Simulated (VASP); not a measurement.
# Li (I4/mmm) in VASP: a series of runs, part 2 of 2

VASP 6.6.1. Earlier steps stand in the parts before.

### 5 Single point, PBEsol (strain +0.0450 x Voigt [0, 0, 1, 0, 0, 0])

The input, INCAR:

```
SYSTEM = Li
PREC = Accurate
ENCUT = 520
EDIFF = 1E-7
ISMEAR = 0
SIGMA = 0.15
LREAL = .FALSE.
LASPH = .TRUE.
NELM = 60
ALGO = Fast
ISIF = 2
LWAVE = .FALSE.
LCHARG = .TRUE.
GGA = PS
LELF = .TRUE.
LVHAR = .TRUE.
NBANDS = 8
```

The input, KPOINTS:

```
regular mesh
0
G
  18 18 18
  0 0 0
```

The input, POSCAR:

```
Li
1.0
    0.0000000000      2.2020000000      2.3010900000
    2.2020000000      0.0000000000      2.3010900000
    2.2020000000      2.2020000000      0.0000000000
Li
1
Direct
    0.0000000000      0.0000000000      0.0000000000
```

Potentials or basis: VASP PAW PBE potentials, release 64 (Li_sv).

Started as:

```console
$ cat potpaw_PBE.64/Li_sv/POTCAR > POTCAR
$ mpirun -np 1 vasp_std > vasp.out
```

OUTCAR:

```text
SYSTEM = Li
   PREC = Accurate
   ENCUT = 520
   EDIFF = 1E-7
   ISMEAR = 0
   LREAL = .FALSE.
   LASPH = .TRUE.
   NELM = 60
   ISIF = 2
   GGA = PS

 ion  position               nearest neighbor table
   1  0.000  0.000  0.000-

  LATTYP: Found a body centered tetragonal cell.
 ALAT       =     3.1140982643
 C/A-ratio  =     1.4778531727

  Lattice vectors:

 A1 = (  -2.2020000000,   0.0000000000,   2.3010900000)
 A2 = (   2.2020000000,   0.0000000000,   2.3010900000)
 A3 = (   0.0000000000,   2.2020000000,  -2.3010900000)

[... 435 lines left out ...]
      1     -45.7018      2.00000
      2      -1.9952      2.00000
      3       8.0625      0.00000
      4      11.5365      0.00000
      5      13.4527      0.00000
      6      16.9726      0.00000
      7      18.0627      0.00000
      8      18.5261      0.00000

 [... further k-points ...]
[... 5 lines left out ...]
  --------------------------------------------------------------------------------------
  -------------------------------------------------------------------------------------
  Total       -0.1618389     -0.1618389     -0.1961812      0.0000000     -0.0000000      0.0000000
  in kB      -11.6197068    -11.6197068    -14.0854170      0.0000000     -0.0000000      0.0000000
  external PRESSURE =     -12.4416102 kB  Pullay stress =       0.0000000 kB

 VOLUME and BASIS-vectors are now :
 -----------------------------------------------------------------------------
  energy-cutoff  :      520.00
  volume of cell :       22.32
      direct lattice vectors                 reciprocal lattice vectors
     0.000000000  2.202000000  2.301090000    -0.227066303  0.227066303  0.217288329
     2.202000000  0.000000000  2.301090000     0.227066303 -0.227066303  0.217288329
     2.202000000  2.202000000  0.000000000     0.227066303  0.227066303 -0.217288329

 POSITION                                       TOTAL-FORCE (eV/Angst)
 -----------------------------------------------------------------------------------
      0.00000      0.00000      0.00000         0.000000     -0.000000      0.000000
 -----------------------------------------------------------------------------------
    total drift:                                0.000000      0.000000      0.000000

  FREE ENERGIE OF THE ION-ELECTRON SYSTEM (eV)
  ---------------------------------------------------
  free  energy   TOTEN  =        -1.9630518909 eV

  energy  without entropy=       -1.9580716194  energy(sigma->0) =       -1.96056176
```

OSZICAR:

```text
N       E                     dE             d eps       ncg     rms          rms(c)
DAV:   1    -0.203542107479E+00   -0.20354E+00   -0.70869E+02  7736   0.259E+02
DAV:   2    -0.193737371966E+01   -0.17338E+01   -0.16783E+01 11176   0.341E+01
[... 10 lines left out ...]
RMM:  13    -0.196305351488E+01   -0.93236E-06   -0.29897E-06 11876   0.116E-02    0.193E-02
RMM:  14    -0.196305307838E+01    0.43650E-06   -0.72368E-07  9875   0.650E-03    0.178E-02
RMM:  15    -0.196305281244E+01    0.26594E-06   -0.29770E-07  9070   0.422E-03    0.169E-02
RMM:  16    -0.196305180243E+01    0.10100E-05   -0.21851E-07 10823   0.405E-03    0.917E-03
RMM:  17    -0.196305169572E+01    0.10671E-06   -0.70872E-07 12411   0.548E-03    0.755E-04
RMM:  18    -0.196305187447E+01   -0.17875E-06   -0.10946E-07  9204   0.272E-03    0.119E-03
RMM:  19    -0.196305189088E+01   -0.16401E-07   -0.33513E-08  7162   0.187E-03
   1 F= -.19630519E+01 E0= -.19605618E+01  d E =-.498027E-02
```

stdout:

```text
POSCAR found type information on POSCAR Li
 POSCAR found :  1 types and       1 ions
 scaLAPACK will be used
 -----------------------------------------------------------------------------
|                                                                             |
|                                                                             |
|     You enforced a specific xc type in the INCAR file but a different       |
[... 31 lines left out ...]
WARNING in EDDRMM: call to ZHEGV failed, returncode =   6  3      4
WARNING in EDDRMM: call to ZHEGV failed, returncode =   6  3      6
WARNING in EDDRMM: call to ZHEGV failed, returncode =   6  3      5
WARNING in EDDRMM: call to ZHEGV failed, returncode =   6  3      3
WARNING in EDDRMM: call to ZHEGV failed, returncode =   6  3      8
WARNING in EDDRMM: call to ZHEGV failed, returncode =   8  4      8
WARNING in EDDRMM: call to ZHEGV failed, returncode =   6  3      8
```

It took 34 s on 1 thread of Intel Xeon 6975P-C (Granite Rapids), shared host; peak memory 0.18 GiB.

Results:

```
Free energy            : -1.9631 eV
Band gap on the k mesh : zero (an odd number of electrons rules out a gap without spin polarisation)
```

Caveat: the cell differs from its parent crystal (strain +0.0450 x Voigt [0, 0, 1, 0, 0, 0]); the cutoff is under 1.25 times the usual one of these potentials, so pressure, stress and relaxed cells hold a basis-set (Pulay) error; the PAW data sets were made with another functional, which shifts forces and pressure a little.

### 6 Single point, PBEsol (strain +0.0525 x Voigt [0, 0, 1, 0, 0, 0])

The input, INCAR:

```
  ALGO = Normal
  EDIFF = 1E-6
  ENCUT = 520
  GGA = PS
  ISIF = 2
  ISMEAR = 0
  LASPH = T
  LCHARG = T
  LELF = T
  LREAL = F
  LVHAR = T
  LWAVE = F
  NBANDS = 8
  NELM = 80
  PREC = Accurate
  SIGMA = 0.15
```

The input, KPOINTS:

```
k-points
0
Gamma
  18 18 18
```

The input, POSCAR:

```
Li
1.0
    0.0000000000      2.2020000000      2.3176050000
    2.2020000000      0.0000000000      2.3176050000
    2.2020000000      2.2020000000      0.0000000000
Li
1
Direct
    0.0000000000      0.0000000000      0.0000000000
```

Potentials or basis: VASP PAW PBE potentials, release 64 (Li_sv).

Started as:

```console
$ cat potpaw_PBE.64/Li_sv/POTCAR > POTCAR
$ mpirun -np 1 vasp_std > vasp.out
```

Run time: 16 s. Hardware: 1 thread of Intel Xeon 6975P-C (Granite Rapids), shared host; peak memory 0.18 GiB.

Results (log left out):

| Quantity | Value |
| --- | --- |
| Free energy | -1.9617 eV |
| Band gap on the k mesh | zero (an odd number of electrons rules out a gap without spin polarisation) |

Levels at points of the mesh, in eV from the Fermi level:
```tsv
k point	band 1	band 2	band 3	band 4	band 5
(0.00, 0.00, 0.00)	-46.10	-3.42	13.36	13.36	13.39
(0.50, 0.00, 0.00)	-46.09	0.02	2.62	11.29	12.18
(0.50, 0.50, 0.00)	-46.08	1.06	3.91	8.34	8.34
(0.50, 0.00, 0.50)	-46.08	1.66	4.57	7.55	7.79
```

Caveat: the cell differs from its parent crystal (strain +0.0525 x Voigt [0, 0, 1, 0, 0, 0]); the cutoff is under 1.25 times the usual one of these potentials, so pressure, stress and relaxed cells hold a basis-set (Pulay) error; the PAW data sets were made with another functional, which shifts forces and pressure a little.

### 7 Single point, PBEsol (strain +0.0600 x Voigt [0, 0, 1, 0, 0, 0])

The input, INCAR:

```
SYSTEM = Li
  ALGO = Normal
  EDIFF = 1E-6
  ENCUT = 520
  GGA = PS
  ISIF = 2
  ISMEAR = 0
  LASPH = .True.
  LCHARG = .False.
  LREAL = .False.
  LWAVE = .False.
  NBANDS = 8
  NELM = 80
  PREC = Accurate
  SIGMA = 0.15
```

The input, KPOINTS:

```
k-points
0
Gamma
  18 18 18
  0 0 0
```

The input, POSCAR:

```
Li
1.0
    0.0000000000      2.2020000000      2.3341200000
    2.2020000000      0.0000000000      2.3341200000
    2.2020000000      2.2020000000      0.0000000000
Li
1
Direct
    0.0000000000      0.0000000000      0.0000000000
```

Started as:

```console
$ cat potpaw_PBE.64/Li_sv/POTCAR > POTCAR
$ mpirun -np 1 vasp_std > vasp.out
```

It took 15 s on 1 thread of Intel Xeon 6975P-C (Granite Rapids), shared host; peak memory 0.18 GiB.

It converged, with:

```yaml
Free_energy: -1.9603 eV
Band_gap_on_the_k_mesh: zero (an odd number of electrons rules out a gap without spin polarisation)
```

Levels at points of the mesh, in eV from the Fermi level:
| k point | band 1 | band 2 | band 3 | band 4 | band 5 |
| --- | --- | --- | --- | --- | --- |
| (0.00, 0.00, 0.00) | -46.11 | -3.41 | 13.30 | 13.30 | 13.32 |
| (0.50, 0.00, 0.00) | -46.10 | 0.03 | 2.60 | 11.16 | 12.18 |
| (0.50, 0.50, 0.00) | -46.10 | 1.01 | 3.83 | 8.36 | 8.36 |
| (0.50, 0.00, 0.50) | -46.09 | 1.68 | 4.58 | 7.47 | 7.74 |

Caveat: the cell differs from its parent crystal (strain +0.0600 x Voigt [0, 0, 1, 0, 0, 0]); the cutoff is under 1.25 times the usual one of these potentials, so pressure, stress and relaxed cells hold a basis-set (Pulay) error; the PAW data sets were made with another functional, which shifts forces and pressure a little.

### 8 The runs side by side

```csv
cell,gap on the mesh (eV)
"a = 3.068, b = 3.068, c = 3.114 Å, angles 59.5, 59.5, 61.0°, 1 atom",none
"a = 3.091, b = 3.091, c = 3.114 Å, angles 59.8, 59.8, 60.5°, 1 atom",none
"a = 3.138, b = 3.138, c = 3.114 Å, angles 60.2, 60.2, 59.5°, 1 atom",none
"a = 3.185, b = 3.185, c = 3.114 Å, angles 60.7, 60.7, 58.5°, 1 atom",none
"a = 3.197, b = 3.197, c = 3.114 Å, angles 60.9, 60.9, 58.3°, 1 atom",none
"a = 3.209, b = 3.209, c = 3.114 Å, angles 61.0, 61.0, 58.1°, 1 atom",none
```

Alike in all rows: task single point; level PBEsol; potentials or basis VASP PAW PBE potentials, release 64 (Li_sv); no spin polarisation; k mesh 18 × 18 × 18; cutoff (eV) 520; smearing gaussian 0.15 eV.

Caveats: the cutoff is under 1.25 times the usual one of these potentials, so pressure, stress and relaxed cells hold a basis-set (Pulay) error; the PAW data sets were made with another functional, which shifts forces and pressure a little.

Absolute energies hang on the potentials; compare differences alone.
